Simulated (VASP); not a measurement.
A run of VASP 6.6.1:

The input INCAR:

```
PREC = Accurate
ENCUT = 520
EDIFF = 1E-8
ISMEAR = -1
SIGMA = 0.05
LREAL = F
LASPH = T
NELM = 60
ALGO = Normal
ISIF = 2
LWAVE = F
LCHARG = F
GGA = PE
LEFG = T
NBANDS = 12
```

The input KPOINTS:

```
Automatic mesh
0
Gamma
  9 9 9
```

File POSCAR:

```
Sb
1.0
    2.1648431334      1.2498727658      3.7687954246
   -2.1648431334      1.2498727658      3.7687954246
    0.0000000000     -2.4997455315      3.7687954246
Sb
2
Direct
    0.2336400000      0.2336400000      0.2336400000
    0.7663600000      0.7663600000      0.7663600000
```

Potentials or basis: VASP PAW PBE potentials, release 64 (Sb).

Launch:

```bash
$ cat potpaw_PBE.64/Sb/POTCAR > POTCAR
$ mpirun -np 1 vasp_std > vasp.out
```

Hardware: 1 thread of Intel Xeon 6975P-C (shared host).

**Question.** Estimate the wall time of this run.

**Answer.** It took 60 s on 1 thread of Intel Xeon 6975P-C, on a shared host, peak memory 0.23 GiB. Counts: scf iterations 15, k points 85.
